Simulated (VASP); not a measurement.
# SrO (Fm-3m) in VASP: single point with PBE

Aim: the single point of SrO with PBE.

Program: VASP 6.6.1. These are calculated values, not measurements. Logs are shortened: lines on timing, memory, paths and dates and some standing lists are left out, and cuts for length are marked.

**1. The cell of the first run**

The structure is cubic, space group Fm-3m (No. 225). Conventional cell: a = 5.168 Å, b = 5.168 Å, c = 5.168 Å, α = 90.00°, β = 90.00°, γ = 90.00°. Within 3.4 Å of Sr (site symmetry m-3m) lie 6 O at 2.58 Å. Within 3.4 Å of O (site symmetry m-3m) lie 6 Sr at 2.58 Å.

**2. Single point, PBE**

Contents of INCAR:

```
ALGO = Normal
EDIFF = 1E-6
ENCUT = 600
GGA = PE
GGA_COMPAT = F
ISIF = 2
ISMEAR = 0
LASPH = T
LCHARG = T
LELF = T
LREAL = F
LVHAR = T
LWAVE = F
NBANDS = 15
NELM = 120
PREC = Accurate
SIGMA = 0.1
```

Contents of KPOINTS:

```
k-points
0
Gamma
  6 6 6
```

Contents of POSCAR:

```
SrO
1.0
    0.0000000000      2.5837845800      2.5837845800
    2.5837845800      0.0000000000      2.5837845800
    2.5837845800      2.5837845800      0.0000000000
Sr O
1 1
Direct
    0.5000000000      0.5000000000      0.5000000000
    0.0000000000      0.0000000000      0.0000000000
```

Potentials or basis: VASP PAW PBE potentials, release 64 (Sr_sv, O).

On the command line:

```bash
$ cat potpaw_PBE.64/Sr_sv/POTCAR potpaw_PBE.64/O/POTCAR > POTCAR
$ mpirun -np 1 vasp_std > vasp.out
```

OUTCAR:

```text
EDIFF = 1E-6
   ENCUT = 600
   GGA = PE
   ISIF = 2
   ISMEAR = 0
   LASPH = T
   LREAL = F
   NELM = 120
   PREC = Accurate

 ion  position               nearest neighbor table
   1  0.500  0.500  0.500-   2 2.58   2 2.58   2 2.58   2 2.58   2 2.58   2 2.58
   2  0.000  0.000  0.000-   1 2.58   1 2.58   1 2.58   1 2.58   1 2.58   1 2.58

  LATTYP: Found a face centered cubic cell.
 ALAT       =     5.1675691600

  Lattice vectors:

 A1 = (   0.0000000000,   2.5837845800,   2.5837845800)
 A2 = (   2.5837845800,   0.0000000000,   2.5837845800)
 A3 = (   2.5837845800,   2.5837845800,   0.0000000000)

Analysis of symmetry for initial positions (statically):
=====================================================================
 Subroutine PRICEL returns:
 Original cell was already a primitive cell.

 Routine SETGRP: Setting up the symmetry group for a
 face centered cubic supercell.

 Subroutine GETGRP returns: Found 48 space group operations
 (whereof 48 operations were pure point group operations)
 out of a pool of 48 trial point group operations.

The static configuration has the point symmetry O_h .

Analysis of symmetry for dynamics (positions and initial velocities):
=====================================================================
 Subroutine PRICEL returns:
 Original cell was already a primitive cell.

 Routine SETGRP: Setting up the symmetry group for a
 face centered cubic supercell.

 Subroutine GETGRP returns: Found 48 space group operations
 (whereof 48 operations were pure point group operations)
 out of a pool of 48 trial point group operations.

The dynamic configuration has the point symmetry O_h .

 Subroutine INISYM returns: Found 48 space group operations
 (whereof 48 operations are pure point group operations),
 and found     1 'primitive' translations

----------------------------------------------------------------------------------------

                                     Primitive cell

  volume of cell :      34.4984

  direct lattice vectors                    reciprocal lattice vectors
     0.000000000  2.583784580  2.583784580    -0.193514585  0.193514585  0.193514585
     2.583784580  0.000000000  2.583784580     0.193514585 -0.193514585  0.193514585
     2.583784580  2.583784580  0.000000000     0.193514585  0.193514585 -0.193514585

  length of vectors
     3.654023195  3.654023195  3.654023195     0.335177093  0.335177093  0.335177093

  position of ions in fractional coordinates (direct lattice)
[... 81 lines left out ...]
   NELECT =      16.0000    total number of electrons
   NUPDOWN=      -1.0000    fix difference up-down
   EMIN   =  10.00;   EMAX   =-10.00  energy-range for DOS
   EFERMI =   0.00;   METHOD = LEGACY
   ISMEAR =     0;   SIGMA  =   0.10  broadening in eV -4-tet -1-fermi 0-gaus
   EFERMI_NEDOS =   21; number of points for ismear=-14 and -15
   IALGO  =     38    algorithm
   IMIX   =      4    mixing-type and parameters
     AMIX     =   0.40;   BMIX     =  1.00
     AMIX_MAG =   1.60;   BMIX_MAG =  1.00
  volume/ion in A,a.u.               =      17.25       116.40
  Fermi-wavevector in a.u.,A,eV,Ry     =   1.267210  2.394679 21.848517  1.605821
  Thomas-Fermi vector in A             =   2.400370
   LORBIT       =      0    0 simple, 1 ext, 2 COOP (PROOUT), +10 PAW based schemes
   GGA     = PE    functional components
   LHFCALC =     F    Hartree Fock is set to
   AEXX    =    0.0000 exact exchange contribution
   IVDW    =     0    specifies the selected vdW correction
   LEPSILON=     F    determine dielectric tensor
   LRPA    =     F    only Hartree local field effects (RPA)
 non-spin polarized calculation
 Gauss-broadening in eV      SIGMA  =   0.10
  energy-cutoff  :      600.00
  volume of cell :       34.50
 maximum number of plane-waves:      1167
 NGX is ok and might be reduce to    30
   NGX = 15   NGY = 15   NGZ = 15

 number of electron      15.9999998 magnetization

 Free energy of the ion-electron system (eV)
  ---------------------------------------------------
  ext. energy  EPLUGINS =         0.00000000
  ---------------------------------------------------
  free energy    TOTEN  =       -12.05165882 eV

  energy without entropy =      -12.05165882  energy(sigma->0) =      -12.05165882

 E-fermi :   2.1635     XC(G=0):  -9.9560

 val. band max:        1.5927737635   @ k =   0.0000   0.0000   0.0000
 cond. band min:       4.8664309282   @ k =   0.5000   0.5000   0.0000
 fundamental gap:      3.2736571646
 Fermi energy:         2.1634547902

 k-point     1 :       0.0000    0.0000    0.0000
  band No.  band energies     occupation
      1     -30.8483      2.00000
      2     -13.4786      2.00000
      3     -12.5014      2.00000
      4     -12.5014      2.00000
      5     -12.5014      2.00000
      6       1.5928      2.00000
      7       1.5928      2.00000
      8       1.5928      2.00000
      9       5.4708      0.00000
     10       7.7710      0.00000
     11       7.7710      0.00000
     12       7.7710      0.00000
     13       9.9049      0.00000
     14       9.9049      0.00000
[... 257 lines left out ...]
      2     -14.0351      2.00000
      3     -13.2793      2.00000
      4     -12.9975      2.00000
      5     -12.0895      2.00000
      6       0.7224      2.00000
      7       1.1123      2.00000
      8       1.2440      2.00000
      9       6.2235      0.00000
     10       9.1059      0.00000
     11       9.9400      0.00000
     12      12.4705      0.00000
     13      12.5762      0.00000
     14      14.3822      0.00000
     15      14.9168      0.00000

------------------------ aborting loop because EDIFF is reached ----------------------------------------

  FORCE on cell =-STRESS in cart. coord.  units (eV):
  Direction    XX          YY          ZZ          XY          YZ          ZX
  --------------------------------------------------------------------------------------
  -------------------------------------------------------------------------------------
  Total        0.3980797      0.3980797      0.3980797      0.0000000      0.0000000     -0.0000000
  in kB       18.4876482     18.4876482     18.4876482      0.0000000      0.0000000     -0.0000000
  external PRESSURE =      18.4876482 kB  Pullay stress =       0.0000000 kB

 VOLUME and BASIS-vectors are now :
 -----------------------------------------------------------------------------
  energy-cutoff  :      600.00
  volume of cell :       34.50
      direct lattice vectors                 reciprocal lattice vectors
     0.000000000  2.583784580  2.583784580    -0.193514585  0.193514585  0.193514585
     2.583784580  0.000000000  2.583784580     0.193514585 -0.193514585  0.193514585
     2.583784580  2.583784580  0.000000000     0.193514585  0.193514585 -0.193514585

 POSITION                                       TOTAL-FORCE (eV/Angst)
 -----------------------------------------------------------------------------------
      2.58378      2.58378      2.58378        -0.000000     -0.000000     -0.000000
      0.00000      0.00000      0.00000         0.000000      0.000000      0.000000
 -----------------------------------------------------------------------------------
    total drift:                               -0.000000      0.000000      0.000000

  FREE ENERGIE OF THE ION-ELECTRON SYSTEM (eV)
  ---------------------------------------------------
  free  energy   TOTEN  =       -12.0516588204 eV

  energy  without entropy=      -12.0516588204  energy(sigma->0) =      -12.05165882
```

OSZICAR:

```text
N       E                     dE             d eps       ncg     rms          rms(c)
DAV:   1     0.678234780728E+02    0.67823E+02   -0.84969E+03   480   0.113E+03
DAV:   2    -0.106374431362E+02   -0.78461E+02   -0.72066E+02   674   0.228E+02
DAV:   3    -0.141271532019E+02   -0.34897E+01   -0.34579E+01   677   0.415E+01
DAV:   4    -0.142507424630E+02   -0.12359E+00   -0.12358E+00   592   0.482E+00
DAV:   5    -0.142511221534E+02   -0.37969E-03   -0.37969E-03   642   0.333E-01    0.160E+01
DAV:   6    -0.122055600506E+02    0.20456E+01   -0.67443E+00   487   0.194E+01    0.189E+01
DAV:   7    -0.120610291008E+02    0.14453E+00   -0.30771E-01   564   0.491E+00    0.109E+01
DAV:   8    -0.120497161293E+02    0.11313E-01   -0.12064E-01   627   0.348E+00    0.421E-01
DAV:   9    -0.120510391480E+02   -0.13230E-02   -0.59187E-03   612   0.489E-01    0.235E-01
DAV:  10    -0.120514924827E+02   -0.45333E-03   -0.45225E-04   522   0.202E-01    0.882E-02
DAV:  11    -0.120516400913E+02   -0.14761E-03   -0.14946E-04   522   0.913E-02    0.280E-02
DAV:  12    -0.120516587940E+02   -0.18703E-04   -0.28647E-05   536   0.396E-02    0.255E-02
DAV:  13    -0.120516588204E+02   -0.26396E-07   -0.17081E-06   528   0.115E-02
   1 F= -.12051659E+02 E0= -.12051659E+02  d E =-.562510E-17
```

stdout:

```text
POSCAR found type information on POSCAR SrO
 POSCAR found :  2 types and       2 ions
 scaLAPACK will be used
 LDA part: xc-table for (Slater+PW92), standard interpolation
 POSCAR, INCAR and KPOINTS ok, starting setup
 FFT: planning ... GRIDC
 FFT: planning ... GRID_SOFT
 FFT: planning ... GRID
 WAVECAR not read
 entering main loop
```

It took 14 s on 1 thread of Intel Xeon Platinum 8488C (Sapphire Rapids), shared host; peak memory 0.17 GiB.

What came out:

```
Free energy            : -12.0517 eV
Pressure               : 1.8 GPa
Band gap on the k mesh : 3.27 eV, indirect (least direct gap 3.37 eV)
```

Levels at points of the mesh, in eV from the valence-band top:
```tsv
k point	band 4	band 5	band 6	band 7	band 8	band 9	band 10	band 11	band 12	band 13
(0.00, 0.00, 0.00)	-14.09	-14.09	0.00	0.00	0.00	3.88	6.18	6.18	6.18	8.31
(0.50, 0.00, 0.00)	-14.17	-12.91	-2.14	-1.11	-1.11	6.49	8.34	8.76	8.76	11.77
(0.50, 0.50, 0.00)	-14.44	-14.44	-0.46	-0.10	-0.10	3.27	7.69	10.08	10.25	10.97
```

A k mesh can miss the band edges.
